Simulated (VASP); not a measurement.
HC20, 21 atoms in the cell. The cell holds a slab with vacuum, 21 atoms: a = 4.929 Å, b = 6.805 Å, c = 22.235 Å, α = 90.00°, β = 90.00°, γ = 90.00°. 

- Program: VASP 6.6.1
- Task: single point
- Functional: PBE
- Dispersion: D3(BJ)
- Potentials or basis: VASP PAW PBE potentials, release 64 (C, H)
- Cutoff: 520 eV
- k mesh: 6 × 4 × 1
- Occupations: gaussian, width 0.1 eV
- Spin: no spin polarisation
- Dipole correction: yes
- Further INCAR settings: LREAL = Auto; ALGO = Normal; EDIFF = 1e-07; NBANDS = 56

Potentials or basis: VASP PAW PBE potentials, release 64 (C, H).

Run with:

```console
$ cat potpaw_PBE.64/C/POTCAR potpaw_PBE.64/H/POTCAR > POTCAR
$ mpirun -np 1 vasp_std > vasp.out
```

Hardware: 1 thread of Intel(R) Xeon(R) Platinum 8488C (Sapphire Rapids), on a shared host.

Problem. Estimate the wall time of this run.

Solution. It took 26 min on 1 thread of Intel(R) Xeon(R) Platinum 8488C (Sapphire Rapids) (shared host), peak memory 0.9 GiB. Counts: scf iterations 33, k points 14.
